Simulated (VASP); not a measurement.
Write the native input for VASP 6.6.1 that does the following.

```
Task                   : single point
Functional             : PBE
Potentials or basis    : VASP PAW PBE potentials, release 64 (Zr_sv, Ti_sv, O)
Cutoff                 : 520 eV
k mesh                 : 10 × 10 × 6
Occupations            : gaussian, width 0.02 eV
Spin                   : no spin polarisation
Dipole correction      : no
Further INCAR settings : ALGO = Normal; EDIFF = 1e-06; NBANDS = 46
```

The structure of Zr2TiO6 lies in POSCAR:

```
Zr2TiO6
1.0
    7.4701498314     -1.5953960198     -0.0000523514
    7.4701498314      1.5953960198     -0.0000523514
   -0.1816429908      0.0000000000      4.8935998103
Zr Ti O
2 1 6
Direct
    0.3465035411      0.3465035411      0.9837723334
    0.6534964589      0.6534964589      0.0162276666
    0.0000000000      0.0000000000      0.5000000000
    0.4412789667      0.4412789667      0.6792527794
    0.7777941139      0.7777941139      0.8051837466
    0.0928163080      0.0928163080      0.7902544224
    0.9071836920      0.9071836920      0.2097455776
    0.2222058861      0.2222058861      0.1948162534
    0.5587210333      0.5587210333      0.3207472206
```

The input as run:

INCAR

```
SYSTEM = Zr2TiO6
ALGO = Normal
EDIFF = 1E-6
ENCUT = 520
GGA = PE
ISIF = 2
ISMEAR = 0
LASPH = .True.
LCHARG = .False.
LREAL = .False.
LWAVE = .False.
NBANDS = 46
NELM = 60
PREC = Accurate
SIGMA = 0.02
```

KPOINTS

```
k-points
0
Gamma
  10 10 6
  0 0 0
```

Potentials or basis: VASP PAW PBE potentials, release 64 (Zr_sv, Ti_sv, O).

Launch:

```sh
$ cat potpaw_PBE.64/Zr_sv/POTCAR potpaw_PBE.64/Ti_sv/POTCAR potpaw_PBE.64/O/POTCAR > POTCAR
$ mpirun -np 1 vasp_std > vasp.out
```

It gave:

The pressure is 0.4 GPa. The largest force is 0.037 eV/Å. The band gap on the k mesh is 2.36 eV (least direct gap 2.46 eV).

It took 37 min on 1 thread of Oxide Virtual Turin-like Processor, with other jobs on the host, peak memory 0.87 GiB.
